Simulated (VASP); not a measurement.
Input of a VASP 6.6.1 run:

INCAR

```
SYSTEM = AlNi
PREC = Accurate ; ENCUT = 520
EDIFF = 1E-6 ; ISMEAR = 0
SIGMA = 0.15 ; LREAL = .False.
LASPH = .True. ; NELM = 80
ALGO = Normal ; ISIF = 2
LWAVE = .False. ; LCHARG = .False.
GGA = PE ; NBANDS = 14
```

File KPOINTS:

```
regular mesh
0
Gamma
  16 16 16
  0 0 0
```

Contents of POSCAR:

```
AlNi
1.0
    2.8810000000      0.0000000000      0.0000000000
    0.0000000000      2.8810000000      0.0000000000
    0.0000000000      0.0000000000      3.1114800000
Al Ni
1 1
Direct
    0.0000000000      0.0000000000      0.0000000000
    0.5000000000      0.5000000000      0.5000000000
```

Potentials or basis: VASP PAW PBE potentials, release 64 (Al, Ni).

Run with:

```console
$ cat potpaw_PBE.64/Al/POTCAR potpaw_PBE.64/Ni/POTCAR > POTCAR
$ mpirun -np 1 vasp_std > vasp.out
```

Q: What does it give for the pressure?

A: -8.6 GPa.

Stress tensor (GPa, compression positive):
```
 -7.36   0.00   0.00
  0.00  -7.36   0.00
  0.00   0.00 -11.05
```

Caveat: the cell differs from its parent crystal (strain +0.000 along x and y, +0.080 along z). Spin polarisation is off, so any magnetic state and its effect on volume and gap are missing.
